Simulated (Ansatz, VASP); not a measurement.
## Hf: VASP beside Ansatz

```xyz
2
Lattice="3.2758 0.0000 0.0000 -1.6379 2.8369 0.0000 0.0000 0.0000 5.1852" Properties=species:S:1:pos:R:3 pbc="T T T"
Hf    0.0000    1.8913    1.2963
Hf    1.6379    0.9456    3.8889
```

Alike in both runs: task single point; functional RPBE; k mesh 18 × 18 × 10; occupations fermi-dirac, width 0.1 eV; no spin polarisation.

|  | VASP | Ansatz |
| --- | --- | --- |
| version | VASP 6.6.1 | Ansatz 0.2.0 |
| potentials or method | VASP PAW PBE potentials, release 64 (Hf_pv), cutoff 520 eV | plane waves (420 eV) with PAW, scalar-relativistic |
| valence electrons in the cell | 20 | 52 |

VASP gave:

- pressure (GPa): -4.2
- traceless stress, the component that is largest in VASP (GPa): -0.14

**Question.** What did Ansatz give for the same quantities?

**Answer.** Pressure (GPa): -3.8; traceless stress, the component that is largest in VASP (GPa): -0.08.

VASP's potentials were made for PBE, not for RPBE. VASP's potentials hold 20 valence electrons a cell and Ansatz's 52, so a difference there can come from the potentials and not from the codes.

Neither program's run includes spin-orbit coupling.
